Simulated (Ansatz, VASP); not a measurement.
# Two plane-wave programs on CdF2

INCAR

```
PREC = Accurate ; ENCUT = 520
EDIFF = 1E-7 ; ISMEAR = 0
SIGMA = 0.05 ; LREAL = F
LASPH = T ; NELM = 80
ALGO = Normal ; ISIF = 2
LWAVE = F ; LCHARG = F
GGA = PE ; NBANDS = 20
```

The input KPOINTS:

```
Automatic mesh
0
Gamma
  8 8 8
```

POSCAR

```
CdF2
1.0
    0.0000000000      2.6940000000      2.6940000000
    2.8960500000      0.0000000000      2.6940000000
    2.8960500000      2.6940000000      0.0000000000
Cd F
1 2
Direct
    0.0000000000      0.0000000000      0.0000000000
    0.2500000000      0.2500000000      0.2500000000
    0.7500000000      0.7500000000      0.7500000000
```

Input for Ansatz:

```yaml
crystal:
  lattice:
    - [0.0, 2.694, 2.694]
    - [2.89605, 0.0, 2.694]
    - [2.89605, 2.694, 0.0]
  atoms:
    - { symbol: Cd, position: [0.0, 0.0, 0.0] }
    - { symbol: F, position: [0.25, 0.25, 0.25] }
    - { symbol: F, position: [0.75, 0.75, 0.75] }
basis:
  ecutwfc: 420
kpoints:
  mp_grid: { grid: [8, 8, 8] }
hamiltonian:
  xc: pbe
scf:
  occupations: { method: gaussian, width: 0.05 }
output:
  forces: true
  stress: true
  eigenvalues: true
```

Change from the starting cell: strain +0.0750 x Voigt [1, 0, 0, 0, 0, 0], atoms carried along.

Alike in both runs: task single point; functional PBE; k mesh 8 × 8 × 8; occupations gaussian, width 0.05 eV; no spin polarisation.

```csv
,VASP,Ansatz
version,VASP 6.6.1,Ansatz 0.2.0
potentials or method,"VASP PAW PBE potentials, release 64 (Cd, F), cutoff 520 eV","scalar-relativistic, plane waves, PAW"
valence electrons in the cell,26,34
```

VASP gave:

- gap on the k mesh at the Fermi level (eV): 2.67
- least direct gap on the mesh (eV): 3.23
- pressure (GPa): -1.4
- traceless stress, the component that is largest in VASP (GPa): -4.96

Problem. Which values does Ansatz return?

Solution. gap on the k mesh at the Fermi level (eV): 2.70; least direct gap on the mesh (eV): 3.26; pressure (GPa): -1.9; traceless stress, the component that is largest in VASP (GPa): -5.03.

VASP's potentials hold 26 valence electrons a cell and Ansatz's 34, so a difference there can come from the potentials and not from the codes.
